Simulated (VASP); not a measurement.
# TaSi2 (Fm-3m) in VASP: a series of runs, part 2 of 2

VASP 6.6.1. Earlier steps stand in the parts before.

**3. Single point, PBE**

This run uses another cell than the first one, of 18.50 Å³/atom, 1.004 times its volume.

Input file INCAR:

```
SYSTEM = TaSi2
PREC = Accurate
ENCUT = 500
EDIFF = 1E-6
ISMEAR = 0
SIGMA = 0.2
LREAL = .False.
LASPH = .True.
NELM = 120
ALGO = Normal
ISIF = 2
LWAVE = .False.
LCHARG = .False.
GGA = PE
NBANDS = 16
GGA_COMPAT = .False.
```

Input file KPOINTS:

```
regular mesh
0
Gamma
  6 6 6
  0 0 0
```

Input file POSCAR:

```
TaSi2
1.0
    0.0000000000      3.0277270441      3.0277270441
    3.0277270441      0.0000000000      3.0277270441
    3.0277270441      3.0277270441      0.0000000000
Ta Si
1 2
Direct
    0.0000000000      0.0000000000      0.0000000000
    0.2500000000      0.2500000000      0.2500000000
    0.7500000000      0.7500000000      0.7500000000
```

Potentials or basis: VASP PAW PBE potentials, release 64 (Ta_pv, Si).

Command:

```sh
$ cat potpaw_PBE.64/Ta_pv/POTCAR potpaw_PBE.64/Si/POTCAR > POTCAR
$ mpirun -np 1 vasp_std > vasp.out
```

OUTCAR:

```text
SYSTEM = TaSi2
   PREC = Accurate
   ENCUT = 500
   EDIFF = 1E-6
   ISMEAR = 0
   LREAL = .False.
   LASPH = .True.
   NELM = 120
   ISIF = 2
   GGA = PE

 ion  position               nearest neighbor table
   1  0.000  0.000  0.000-   3 2.62   3 2.62   3 2.62   2 2.62   2 2.62   2 2.62   3 2.62   2 2.62

   2  0.250  0.250  0.250-   1 2.62   1 2.62   1 2.62   1 2.62   3 3.03   3 3.03   3 3.03   3 3.03
                             3 3.03   3 3.03
   3  0.750  0.750  0.750-   1 2.62   1 2.62   1 2.62   1 2.62   2 3.03   2 3.03   2 3.03   2 3.03
                             2 3.03   2 3.03

  LATTYP: Found a face centered cubic cell.
 ALAT       =     6.0554540882

  Lattice vectors:

 A1 = (   0.0000000000,   3.0277270441,   3.0277270441)
 A2 = (   3.0277270441,   0.0000000000,   3.0277270441)
 A3 = (   3.0277270441,   3.0277270441,   0.0000000000)

Analysis of symmetry for initial positions (statically):
=====================================================================
 Subroutine PRICEL returns:
 Original cell was already a primitive cell.

 Routine SETGRP: Setting up the symmetry group for a
 face centered cubic supercell.

[... 162 lines left out ...]
 cond. band min:       6.5997249154   @ k =  -0.3333   0.3333   0.0000
 fundamental gap:      0.1120254439
 Fermi energy:         6.4935000002

 k-point     1 :       0.0000    0.0000    0.0000
  band No.  band energies     occupation
      1     -27.8444      2.00000
      2     -27.8444      2.00000
      3     -27.8444      2.00000
      4      -4.9144      2.00000
      5       2.4991      2.00000
      6       2.4991      2.00000
[... 281 lines left out ...]
      3     -27.8557      2.00000
      4      -1.3983      2.00000
      5      -0.9709      2.00000
      6       0.8163      2.00000
[... 8 lines left out ...]
     15      12.1474      0.00000
     16      13.0739      0.00000

------------------------ aborting loop because EDIFF is reached ----------------------------------------

  FORCE on cell =-STRESS in cart. coord.  units (eV):
  Direction    XX          YY          ZZ          XY          YZ          ZX
  --------------------------------------------------------------------------------------
  -------------------------------------------------------------------------------------
  Total        0.0975398      0.0975398      0.0975398      0.0000000      0.0000000      0.0000000
  in kB        2.8152186      2.8152186      2.8152186      0.0000000      0.0000000      0.0000000
  external PRESSURE =       2.8152186 kB  Pullay stress =       0.0000000 kB

 VOLUME and BASIS-vectors are now :
 -----------------------------------------------------------------------------
  energy-cutoff  :      500.00
  volume of cell :       55.51
      direct lattice vectors                 reciprocal lattice vectors
     0.000000000  3.027727044  3.027727044    -0.165140382  0.165140382  0.165140382
     3.027727044  0.000000000  3.027727044     0.165140382 -0.165140382  0.165140382
     3.027727044  3.027727044  0.000000000     0.165140382  0.165140382 -0.165140382

 POSITION                                       TOTAL-FORCE (eV/Angst)
 -----------------------------------------------------------------------------------
      0.00000      0.00000      0.00000         0.000000     -0.000000     -0.000000
      1.51386      1.51386      1.51386        -0.000000     -0.000000     -0.000000
      4.54159      4.54159      4.54159         0.000000      0.000000      0.000000
 -----------------------------------------------------------------------------------
    total drift:                                0.000000     -0.000000      0.000000

  FREE ENERGIE OF THE ION-ELECTRON SYSTEM (eV)
  ---------------------------------------------------
  free  energy   TOTEN  =       -21.4196523377 eV

  energy  without entropy=      -21.3834578608  energy(sigma->0) =      -21.40155510
```

OSZICAR:

```text
N       E                     dE             d eps       ncg     rms          rms(c)
DAV:   1     0.821990763397E+02    0.82199E+02   -0.89876E+03   512   0.101E+03
DAV:   2    -0.197542926863E+02   -0.10195E+03   -0.99598E+02   664   0.242E+02
DAV:   3    -0.220430928406E+02   -0.22888E+01   -0.22594E+01   680   0.330E+01
DAV:   4    -0.220624516469E+02   -0.19359E-01   -0.19354E-01   632   0.344E+00
DAV:   5    -0.220627604496E+02   -0.30880E-03   -0.30879E-03   696   0.418E-01    0.146E+01
DAV:   6    -0.214647619506E+02    0.59800E+00   -0.25878E+00   616   0.958E+00    0.643E+00
DAV:   7    -0.214313677211E+02    0.33394E-01   -0.92523E-02   560   0.208E+00    0.348E+00
DAV:   8    -0.214193009745E+02    0.12067E-01   -0.12679E-02   680   0.864E-01    0.283E-01
DAV:   9    -0.214194497517E+02   -0.14878E-03   -0.83052E-04   632   0.163E-01    0.140E-01
DAV:  10    -0.214196515481E+02   -0.20180E-03   -0.28619E-04   560   0.104E-01    0.164E-02
DAV:  11    -0.214196523377E+02   -0.78960E-06   -0.62485E-06   672   0.125E-02
   1 F= -.21419652E+02 E0= -.21401555E+02  d E =-.361945E-01
```

stdout:

```text
POSCAR found type information on POSCAR TaSi
 POSCAR found :  2 types and       3 ions
 scaLAPACK will be used
 LDA part: xc-table for (Slater+PW92), standard interpolation
 POSCAR, INCAR and KPOINTS ok, starting setup
 FFT: planning ... GRIDC
 FFT: planning ... GRID_SOFT
 FFT: planning ... GRID
 WAVECAR not read
 entering main loop
```

Wall time 16 s (1 thread of Intel Xeon 8259CL, shared host); peak memory 0.18 GiB.

Results:

```yaml
Free_energy: -21.4197 eV
Pressure: 0.3 GPa
```

Caveat: spin-orbit coupling is left out, which moves the levels of the heavy elements.

**4. Single point, PBE**

This run uses another cell than the first one, of 18.51 Å³/atom, 1.004 times its volume.

Input file INCAR:

```
ALGO = Normal
EDIFF = 1E-6
ENCUT = 500
GGA = PE
GGA_COMPAT = False
ISIF = 2
ISMEAR = 0
LASPH = True
LCHARG = True
LELF = True
LREAL = False
LVHAR = True
LWAVE = False
NBANDS = 16
NELM = 120
PREC = Accurate
SIGMA = 0.2
```

Input file KPOINTS:

```
k-points
0
Gamma
  6 6 6
```

Input file POSCAR:

```
TaSi2
1.0
    0.0000000000      3.0281507507      3.0281507507
    3.0281507507      0.0000000000      3.0281507507
    3.0281507507      3.0281507507      0.0000000000
Ta Si
1 2
Direct
    0.5000000000      0.5000000000      0.5000000000
    0.2500000000      0.2500000000      0.2500000000
    0.7500000000      0.7500000000      0.7500000000
```

Command:

```sh
$ cat potpaw_PBE.64/Ta_pv/POTCAR potpaw_PBE.64/Si/POTCAR > POTCAR
$ mpirun -np 1 vasp_std > vasp.out
```

Run time: 18 s. Hardware: 1 thread of Intel Xeon 8259CL, shared host; peak memory 0.18 GiB.

The run converged. Its results:

- Free energy: -21.4197 eV
- Pressure: 0.2 GPa

Levels at points of the mesh, in eV from the Fermi level:
```
           k point  band 6  band 7  band 8  band 9  band 10  band 11  band 12  band 13  band 14  band 15
(0.00, 0.00, 0.00)   -3.99   -3.99   -2.86   -0.29    -0.29     3.42     3.42     3.42     4.35     4.35
(0.50, 0.00, 0.00)   -3.29   -3.29   -1.66   -0.30    -0.30     0.46     0.46     0.69     5.55     7.02
(0.50, 0.50, 0.00)   -6.15   -2.77   -2.77   -0.79    -0.48    -0.48     1.19     5.39     6.23     6.54
```

Caveat: spin-orbit coupling is left out, which moves the levels of the heavy elements.
